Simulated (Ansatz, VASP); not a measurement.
**GaN in VASP and in Ansatz**

Contents of INCAR:

```
SYSTEM = GaN
ALGO = Normal
EDIFF = 1E-6
EDIFFG = -0.005
ENCUT = 600
GGA = PE
IBRION = 2
ISIF = 3
ISMEAR = 0
LASPH = .True.
LCHARG = .False.
LREAL = .False.
LWAVE = .False.
NELM = 60
NSW = 100
PREC = Accurate
SIGMA = 0.02
```

File KPOINTS:

```
k-points
0
Gamma
  12 12 6
  0 0 0
```

File POSCAR:

```
GaN
1.0
    3.1889304035      0.0000000000      0.0000000000
   -1.5944652018      2.7616947404      0.0000000000
    0.0000000000      0.0000000000      5.1923572500
Ga N
2 2
Direct
    0.6666666700      0.3333333300      0.4990837100
    0.3333333300      0.6666666700      0.9990837100
    0.6666666700      0.3333333300      0.8759162900
    0.3333333300      0.6666666700      0.3759162900
```

Input for Ansatz:

```yaml
crystal:
  lattice:
    - [3.1889304035, 0.0, 0.0]
    - [-1.5944652018, 2.7616947404, 0.0]
    - [0.0, 0.0, 5.19235725]
  atoms:
    - { symbol: Ga, position: [0.66666667, 0.33333333, 0.49908371] }
    - { symbol: Ga, position: [0.33333333, 0.66666667, 0.99908371] }
    - { symbol: "N", position: [0.66666667, 0.33333333, 0.87591629] }
    - { symbol: "N", position: [0.33333333, 0.66666667, 0.37591629] }
basis:
  ecutwfc: 420
kpoints:
  mp_grid: { grid: [12, 12, 6] }
hamiltonian:
  xc: pbe
scf:
  occupations: { method: gaussian, width: 0.02 }
output:
  forces: true
  stress: true
  eigenvalues: true
relax:
  adjacent_minimum: "off"
  f_tol: 0.005
  max_steps: 80
  cell: { stress_tol: 0.05 }
```

Alike in both runs: task relaxation of cell and atoms; functional PBE; k mesh 12 × 12 × 6; occupations gaussian, width 0.02 eV; no spin polarisation.

```csv
,VASP,Ansatz
version,VASP 6.6.1,Ansatz 0.2.0
potentials or method,"VASP PAW PBE potentials, release 64 (Ga_d, N), cutoff 600 eV","scalar-relativistic, plane waves, PAW"
valence electrons in the cell,36,36
```

|  | VASP | Ansatz | Ansatz less VASP |
| --- | --- | --- | --- |
| gap on the k mesh at the Fermi level, each at its own relaxed structure (eV) | 1.72 | 1.71 | -0.010 |
| relaxed volume (Å³/atom) | 11.75 | 11.76 | +0.006 |
| relaxed length of the cell vector where the two differ most in proportion (Å) | 5.242 | 5.243 | +0.0016 |
